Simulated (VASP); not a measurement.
# GaN (F-43m) in VASP: notebook, part 2 of 2

VASP 6.6.1.

## Step 3: Single point, RPBE

This run uses another cell than the first one, of 12.04 Å³/atom.

INCAR

```
SYSTEM = GaN
PREC = Accurate
ENCUT = 520
EDIFF = 1E-6
ISMEAR = -1
SIGMA = 0.05
LREAL = .False.
LASPH = .True.
NELM = 80
ALGO = Normal
ISIF = 2
LWAVE = .False.
LCHARG = .True.
GGA = RP
LELF = .True.
LVHAR = .True.
NBANDS = 16
```

KPOINTS

```
Automatic mesh
0
Gamma
  10 10 10
  0 0 0
```

POSCAR

```
GaN
1.0
    0.0000000000      2.2920983392      2.2920983392
    2.2920983392      0.0000000000      2.2920983392
    2.2920983392      2.2920983392      0.0000000000
Ga N
1 1
Direct
    0.0000000000      0.0000000000      0.0000000000
    0.2500000000      0.2500000000      0.2500000000
```

Potentials or basis: VASP PAW PBE potentials, release 64 (Ga_d, N).

Run with:

```console
> cat potpaw_PBE.64/Ga_d/POTCAR potpaw_PBE.64/N/POTCAR > POTCAR
> mpirun -np 1 vasp_std > vasp.out
```

OUTCAR:

```text
SYSTEM = GaN
   PREC = Accurate
   ENCUT = 520
   EDIFF = 1E-6
   ISMEAR = -1
   LREAL = .False.
   LASPH = .True.
   NELM = 80
   ISIF = 2
   GGA = RP

 ion  position               nearest neighbor table
   1  0.000  0.000  0.000-   2 1.99   2 1.99   2 1.99   2 1.99
   2  0.250  0.250  0.250-   1 1.99   1 1.99   1 1.99   1 1.99

  LATTYP: Found a face centered cubic cell.
 ALAT       =     4.5841966784

  Lattice vectors:

 A1 = (   0.0000000000,   2.2920983392,   2.2920983392)
 A2 = (   2.2920983392,   0.0000000000,   2.2920983392)
 A3 = (   2.2920983392,   2.2920983392,   0.0000000000)

Analysis of symmetry for initial positions (statically):
=====================================================================
 Subroutine PRICEL returns:
 Original cell was already a primitive cell.

 Routine SETGRP: Setting up the symmetry group for a
 face centered cubic supercell.

 Subroutine GETGRP returns: Found 24 space group operations
 (whereof 24 operations were pure point group operations)
 out of a pool of 48 trial point group operations.
[... 155 lines left out ...]
  ---------------------------------------------------
  ext. energy  EPLUGINS =         0.00000000
  ---------------------------------------------------
  free energy    TOTEN  =       -11.33602402 eV

  energy without entropy =      -11.33602401  energy(sigma->0) =      -11.33602401

 E-fermi :   5.6516     XC(G=0): -11.1988

 val. band max:        4.8796139650   @ k =   0.0000   0.0000   0.0000
 cond. band min:       6.3291449921   @ k =   0.0000   0.0000   0.0000
 fundamental gap:      1.4495310272
 Fermi energy:         5.6515632484

 k-point     1 :       0.0000    0.0000    0.0000
  band No.  band energies     occupation
      1     -10.6722      2.00000
      2      -8.5389      2.00000
      3      -8.5389      2.00000
      4      -8.5389      2.00000
      5      -8.2681      2.00000
      6      -8.2681      2.00000
[... 433 lines left out ...]
      3      -8.3475      2.00000
      4      -8.3470      2.00000
      5      -8.2161      2.00000
      6      -7.2981      2.00000
[... 8 lines left out ...]
     15      26.4365      0.00000
     16      26.7878      0.00000

 [... further k-points ...]
[... 5 lines left out ...]
  --------------------------------------------------------------------------------------
  -------------------------------------------------------------------------------------
  Total       -0.0106398     -0.0106398     -0.0106398      0.0000000      0.0000000      0.0000000
  in kB       -0.7078062     -0.7078062     -0.7078062      0.0000000      0.0000000      0.0000000
  external PRESSURE =      -0.7078062 kB  Pullay stress =       0.0000000 kB

 VOLUME and BASIS-vectors are now :
 -----------------------------------------------------------------------------
  energy-cutoff  :      520.00
  volume of cell :       24.08
      direct lattice vectors                 reciprocal lattice vectors
     0.000000000  2.292098339  2.292098339    -0.218140728  0.218140728  0.218140728
     2.292098339  0.000000000  2.292098339     0.218140728 -0.218140728  0.218140728
     2.292098339  2.292098339  0.000000000     0.218140728  0.218140728 -0.218140728

 POSITION                                       TOTAL-FORCE (eV/Angst)
 -----------------------------------------------------------------------------------
      0.00000      0.00000      0.00000        -0.000000     -0.000000     -0.000000
      1.14605      1.14605      1.14605         0.000000      0.000000      0.000000
 -----------------------------------------------------------------------------------
    total drift:                                0.000001      0.000001      0.000001

  FREE ENERGIE OF THE ION-ELECTRON SYSTEM (eV)
  ---------------------------------------------------
  free  energy   TOTEN  =       -11.3360240163 eV

  energy  without entropy=      -11.3360240121  energy(sigma->0) =      -11.33602401
```

OSZICAR:

```text
N       E                     dE             d eps       ncg     rms          rms(c)
DAV:   1     0.822439952269E+02    0.82244E+02   -0.93645E+03  1664   0.198E+03
DAV:   2    -0.733246613749E+01   -0.89576E+02   -0.83829E+02  1736   0.328E+02
DAV:   3    -0.131618523916E+02   -0.58294E+01   -0.58109E+01  1728   0.703E+01
DAV:   4    -0.132284316277E+02   -0.66579E-01   -0.66572E-01  1960   0.813E+00
DAV:   5    -0.132293010590E+02   -0.86943E-03   -0.86943E-03  1704   0.827E-01    0.756E+00
DAV:   6    -0.113229821548E+02    0.19063E+01   -0.48560E+00  2264   0.375E+01    0.272E+00
DAV:   7    -0.113356988041E+02   -0.12717E-01   -0.30139E-01  1616   0.663E+00    0.178E+00
DAV:   8    -0.113399427382E+02   -0.42439E-02   -0.62474E-02  1624   0.327E+00    0.836E-01
DAV:   9    -0.113354350209E+02    0.45077E-02   -0.13631E-02  2216   0.260E+00    0.229E-01
DAV:  10    -0.113361273031E+02   -0.69228E-03   -0.18517E-03  1688   0.545E-01    0.132E-01
DAV:  11    -0.113360132002E+02    0.11410E-03   -0.31071E-04  2040   0.276E-01    0.120E-02
DAV:  12    -0.113360244387E+02   -0.11238E-04   -0.49918E-05  1632   0.615E-02    0.122E-02
DAV:  13    -0.113360240163E+02    0.42242E-06   -0.10818E-06  1672   0.187E-02
   1 F= -.11336024E+02 E0= -.11336024E+02  d E =-.412741E-08
```

stdout:

```text
POSCAR found type information on POSCAR GaN
 POSCAR found :  2 types and       2 ions
 scaLAPACK will be used
 -----------------------------------------------------------------------------
|                                                                             |
|                                                                             |
|     You enforced a specific xc type in the INCAR file but a different       |
|     I HOPE YOU KNOW WHAT YOU ARE DOING!                                     |
|                                                                             |
 -----------------------------------------------------------------------------

 LDA part: xc-table for (Slater+PW92), standard interpolation
 POSCAR, INCAR and KPOINTS ok, starting setup
 FFT: planning ... GRIDC
 FFT: planning ... GRID_SOFT
 FFT: planning ... GRID
 WAVECAR not read
 entering main loop
```

Run time: 32 s. Hardware: 1 thread of AMD EPYC 7R13, shared host; peak memory 0.12 GiB.

What came out:

| Property | Result |
| --- | --- |
| Free energy | -11.3360 eV |
| Pressure | -0.1 GPa |
| Band gap on the k mesh | 1.45 eV |

Levels at points of the mesh, in eV from the valence-band top:
| k point | band 5 | band 6 | band 7 | band 8 | band 9 | band 10 | band 11 | band 12 | band 13 | band 14 |
| --- | --- | --- | --- | --- | --- | --- | --- | --- | --- | --- |
| (0.00, 0.00, 0.00) | -13.15 | -13.15 | 0.00 | 0.00 | 0.00 | 1.45 | 10.06 | 10.06 | 10.06 | 17.10 |
| (0.50, 0.00, 0.00) | -13.11 | -11.92 | -6.68 | -0.90 | -0.90 | 4.37 | 8.56 | 10.16 | 10.16 | 15.36 |
| (0.50, 0.50, 0.00) | -13.08 | -11.50 | -5.88 | -2.52 | -2.52 | 3.40 | 6.45 | 11.50 | 13.53 | 13.53 |

Caveat: the PAW data sets were made with another functional, which shifts forces and pressure a little.

## Step 4: Relaxation of cell and atoms, RPBE

INCAR

```
SYSTEM = GaN
PREC = Accurate
ENCUT = 600
EDIFF = 1E-7
ISMEAR = -1
SIGMA = 0.05
LREAL = .False.
LASPH = .True.
NELM = 60
ALGO = Normal
ISIF = 3
LWAVE = .False.
LCHARG = .False.
GGA = RP
IBRION = 2
NSW = 60
EDIFFG = -0.01
```

KPOINTS

```
regular mesh
0
Gamma
  10 10 10
  0 0 0
```

POSCAR

```
GaN
1.0
    0.0000000000      2.2535006075      2.2535006075
    2.2535006075      0.0000000000      2.2535006075
    2.2535006075      2.2535006075      0.0000000000
Ga N
1 1
Direct
    0.0000000000      0.0000000000      0.0000000000
    0.2500000000      0.2500000000      0.2500000000
```

Run with:

```console
> cat potpaw_PBE.64/Ga_d/POTCAR potpaw_PBE.64/N/POTCAR > POTCAR
> mpirun -np 1 vasp_std > vasp.out
```

Wall time 93 s (1 thread of AMD EPYC 7R13, shared host); peak memory 0.14 GiB.

It converged, with:

```
Free energy                           : -11.3355 eV
Relaxed volume                        : 12.03 Å³/atom
Relaxed cell                          : a = 3.241 Å, b = 3.241 Å, c = 3.241 Å, α = 60.00°, β = 60.00°, γ = 60.00°
Space group after relaxing (to 0.1 Å) : F-43m (No. 216)
Energy gained by relaxing             : 15.5 meV/atom
Ionic steps                           : 3
Pressure after relaxing               : 0.0 GPa
Band gap on the k mesh                : 1.46 eV
```

Step by step:
```tsv
step	energy change (eV)	largest force (eV/Å)	pressure (GPa)	volume (Å³)
1	0.0000	0.0000	8.85	22.89
2	-0.0124	0.0000	-5.70	25.05
3	-0.0309	0.0000	-0.03	24.06
```

Final structure:
```
Ga N
1.0
     0.00000    2.29142    2.29142
     2.29142    0.00000    2.29142
     2.29142    2.29142    0.00000
Ga N
1 1
Direct
  0.00000 0.00000 0.00000
  0.25000 0.25000 0.25000
```

Levels at points of the mesh, in eV from the valence-band top:
```csv
k point,band 7,band 8,band 9,band 10,band 11,band 12
"(0.00, 0.00, 0.00)",0.00,0.00,0.00,1.46,10.06,10.06
"(0.50, 0.00, 0.00)",-6.68,-0.90,-0.90,4.38,8.56,10.17
"(0.50, 0.50, 0.00)",-5.89,-2.52,-2.52,3.40,6.45,11.50
```

Caveat: the PAW data sets were made with another functional, which shifts forces and pressure a little.

## Step 5: Single point, B3LYP5

This run uses another cell than the first one, of 11.21 Å³/atom.

POSCAR

```
GaN
1.0
    0.0000000000      2.2383759866      2.2383759866
    2.2383759866      0.0000000000      2.2383759866
    2.2383759866      2.2383759866      0.0000000000
Ga N
1 1
Direct
    0.0000000000      0.0000000000      0.0000000000
    0.2500000000      0.2500000000      0.2500000000
```

INCAR.step1

```
SYSTEM = GaN
PREC = Accurate ; ENCUT = 910
EDIFF = 1E-5 ; ISMEAR = -1
SIGMA = 0.05 ; LREAL = .False.
LASPH = .True. ; NELM = 120
ALGO = Normal ; ISIF = 2
LWAVE = .True. ; NBANDS = 16
GGA = PE ; GGA_COMPAT = .False.
```

INCAR.step2

```
SYSTEM = GaN
PREC = Accurate ; ENCUT = 910
EDIFF = 1E-6 ; ISMEAR = -1
SIGMA = 0.05 ; LREAL = .False.
LASPH = .True. ; NELM = 120
ALGO = Normal ; ISIF = 2
LWAVE = .False. ; LCHARG = .True.
GGA = B5 ; LHFCALC = .True.
AEXX = 0.2 ; AGGAX = 0.72
AGGAC = 0.81 ; ALDAC = 0.19
PRECFOCK = Normal ; LELF = .True.
LVHAR = .True. ; NBANDS = 16
ISTART = 1 ; GGA_COMPAT = .False.
```

KPOINTS

```
Automatic mesh
0
Gamma
  5 5 5
  0 0 0
```

Potentials or basis: VASP PAW PBE potentials, release 64 (Ga_d, N_h).

Run with:

```console
> cat potpaw_PBE.64/Ga_d/POTCAR potpaw_PBE.64/N_h/POTCAR > POTCAR
> cp INCAR.step1 INCAR
> mpirun -np 1 vasp_std > vasp.out
> cp INCAR.step2 INCAR
> mpirun -np 1 vasp_std > vasp.out
```

Wall time 15 min (1 thread of Intel Xeon Platinum 8259CL at 2.50GHz (Skylake/Cascade Lake), shared host); peak memory 0.19 GiB.

Results (log left out):

```yaml
Free_energy: -13.9282 eV
Pressure: 9.6 GPa
Band_gap_on_the_k_mesh: 3.58 eV
```

Levels at points of the mesh, in eV from the valence-band top:
```csv
k point,band 5,band 6,band 7,band 8,band 9,band 10,band 11,band 12,band 13,band 14
"(0.00, 0.00, 0.00)",-14.95,-14.95,0.00,0.00,0.00,3.58,12.36,12.36,12.36,20.15
```

Caveat: the k points lie up to 0.49 Å⁻¹ apart; the cutoff is under 1.25 times the usual one of these potentials, so pressure, stress and relaxed cells hold a basis-set (Pulay) error; the PAW data sets were made with another functional, which shifts forces and pressure a little.

## Step 6: Single point, PBE, non-collinear spin, zero start, spin-orbit coupling

This run uses another cell than the first one, of 11.90 Å³/atom.

INCAR

```
ALGO     = Normal         # electronic algorithm
EDIFF    = 1E-6           # SCF threshold, eV
ENCUT    = 520            # plane-wave cutoff, eV
GGA      = PE             # functional
GGA_COMPAT= False        
ISIF     = 2              # what is computed and relaxed
ISMEAR   = -1             # smearing method
LASPH    = True           # aspherical terms in the spheres
LCHARG   = True           # write CHGCAR
LORBIT   = 11             # projections on sites
LORBMOM  = True         
LREAL    = False          # projectors in reciprocal space
LSORBIT  = True           # spin-orbit coupling
LVHAR    = True         
LWAVE    = False          # write WAVECAR
MAGMOM   = 0 0 0 0 0 0    # initial moments
NBANDS   = 30             # bands
NELM     = 150            # most SCF steps
PREC     = Accurate       # precision mode
SIGMA    = 0.05           # smearing width, eV
```

KPOINTS

```
k-points
0
Gamma
  10 10 10
```

POSCAR

```
GaN
1.0
    0.0000000000      2.2831553320      2.2831553320
    2.2831553320      0.0000000000      2.2831553320
    2.2831553320      2.2831553320      0.0000000000
Ga N
1 1
Direct
    0.0000000000      0.0000000000      0.0000000000
    0.2500000000      0.2500000000      0.2500000000
```

Potentials or basis: VASP PAW PBE potentials, release 64 (Ga_d, N).

Run with:

```console
> cat potpaw_PBE.64/Ga_d/POTCAR potpaw_PBE.64/N/POTCAR > POTCAR
> mpirun -np 1 vasp_ncl > vasp.out
```

Wall time 87 s (1 thread of AMD EPYC 7R13 (Zen 3), shared host); peak memory 0.22 GiB.

Results (log left out):

* Free energy: -12.1574 eV
* Pressure: -1.9 GPa
* Net moment: 0.00 μB per cell
* Valence electrons inside the program's atomic spheres: Ga 11.79; N 3.71

Moments on the atoms (μB; x, y, z):
```
Ga  0.00 0.00 0.00
N   0.00 0.00 0.00
```

## Step 7: Overview

| task | level | potentials or basis | spin | cell | k mesh | cutoff (eV) | grid for exact exchange (PRECFOCK) | share of exact exchange | gap on the mesh (eV) | pressure (GPa) |
| --- | --- | --- | --- | --- | --- | --- | --- | --- | --- | --- |
| single point | BHLYP | VASP PAW PBE potentials, release 64 (Ga_d, N) | off | a = 3.187 Å, angles 60.0°, 2 atoms | 6 × 6 × 6 | 520 | Normal | 0.5 | 5.94 | -0.8 |
| single point | RPBE | VASP PAW PBE potentials, release 64 (Ga_d, N) | off | a = 3.242 Å, angles 60.0°, 2 atoms | 10 × 10 × 10 | 520 | - | - | 1.45 | -0.1 |
| relaxation of cell and atoms | RPBE | VASP PAW PBE potentials, release 64 (Ga_d, N) | off | relaxed from a = 3.187 Å, angles 60.0°, 2 atoms | 10 × 10 × 10 | 600 | - | - | 1.46 | 0.0 |
| single point | B3LYP5 | VASP PAW PBE potentials, release 64 (Ga_d, N_h) | off | a = 3.166 Å, angles 60.0°, 2 atoms | 5 × 5 × 5 | 910 | Normal | 0.2 | 3.58 | 9.6 |
| single point | PBE | VASP PAW PBE potentials, release 64 (Ga_d, N) | non-collinear, zero start, SOC | a = 3.229 Å, angles 60.0°, 2 atoms | 10 × 10 × 10 | 520 | - | - | - | -1.9 |

Alike in all rows: smearing fermi-dirac 0.05 eV.

Caveats: some runs use coarse meshes; the PAW data sets were made with another functional, which shifts forces and pressure a little (at least some runs); the cutoff is under 1.25 times the usual one of these potentials, so pressure, stress and relaxed cells hold a basis-set (Pulay) error (at least some runs).

Total energies depend on the potentials used, so only differences within one code and one set of settings carry meaning.
